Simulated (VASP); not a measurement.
TiO2, 6 atoms in the cell. The typed cell holds 6 atoms: a = 3.864 Å, b = 3.864 Å, c = 5.544 Å, α = 111.31°, β = 111.31°, γ = 87.48°.  This cell differs from its parent crystal: strain +0.0450 x Voigt [1, 0, 0, 0, 0, 0].

* Program: VASP 6.6.1
* Task: single point
* Functional: r2SCAN
* Potentials or basis: VASP PAW PBE potentials, release 64 (Ti_sv, O)
* Cutoff: 520 eV
* k mesh: 6 × 6 × 6
* Occupations: gaussian, width 0.05 eV
* Spin: no spin polarisation
* Dipole correction: no
* Further INCAR settings: ALGO = Normal; EDIFF = 1e-06; NBANDS = 33

Potentials or basis: VASP PAW PBE potentials, release 64 (Ti_sv, O).

Command:

```sh
$ cat potpaw_PBE.64/Ti_sv/POTCAR potpaw_PBE.64/O/POTCAR > POTCAR
$ cp INCAR.step1 INCAR
$ mpirun -np 1 vasp_std > vasp.out
$ cp INCAR.step2 INCAR
$ mpirun -np 1 vasp_std > vasp.out
```

Hardware: 1 thread of Intel(R) Xeon(R) Platinum 8488C (Sapphire Rapids), with other jobs on the host.

Task: How long does it take, and how much memory?

Result: It took 6.4 min on 1 thread of Intel(R) Xeon(R) Platinum 8488C (Sapphire Rapids), on a shared host, peak memory 0.27 GiB. Counts: k points 68.
